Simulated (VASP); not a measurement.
Set up this calculation in VASP 6.6.1, as the native input.

```yaml
Task: single point
Functional: PBE
Potentials_or_basis: VASP PAW PBE potentials, release 64 (Ge_d)
Cutoff: 520 eV
k_mesh: 16 × 16 × 16
Occupations: gaussian, width 0.1 eV
Spin: no spin polarisation
Dipole_correction: no
Further_INCAR_settings: ALGO = Fast; EDIFF = 1e-06; NBANDS = 36
```

The structure of Ge lies in POSCAR:

```
Ge
1.0
   -1.9991289259      1.9991289259      7.5811114756
    1.9991289259     -1.9991289259      7.5811114756
    1.9991289259      1.9991289259     -7.5811114756
Ge
4
Direct
    0.0814452396      0.0814452396      0.0000000000
    0.8314452396      0.3314452396      0.5000000000
    0.9185547604      0.9185547604      0.0000000000
    0.6685547604      0.1685547604      0.5000000000
```

The cell was generated, and may not be a known phase.

One way to write it, as run:

INCAR

```
SYSTEM = Ge
PREC = Accurate
ENCUT = 520
EDIFF = 1E-6
ISMEAR = 0
SIGMA = 0.1
LREAL = .False.
LASPH = .True.
NELM = 100
ALGO = Fast
ISIF = 2
LWAVE = .False.
LCHARG = .False.
GGA = PE
NBANDS = 36
```

KPOINTS

```
Automatic mesh
0
Gamma
  16 16 16
  0 0 0
```

Potentials or basis: VASP PAW PBE potentials, release 64 (Ge_d).

Run with:

```bash
$ cat potpaw_PBE.64/Ge_d/POTCAR > POTCAR
$ mpirun -np 1 vasp_std > vasp.out
```

It gave:

```yaml
Pressure: -0.1 GPa
Band_gap_on_the_k_mesh: zero (bands 28 and 29 overlap by 1.46 eV)
```

Run time: 2.3 h on 1 thread of Oxide Virtual Turin-like Processor (shared host), peak memory 1.2 GiB.
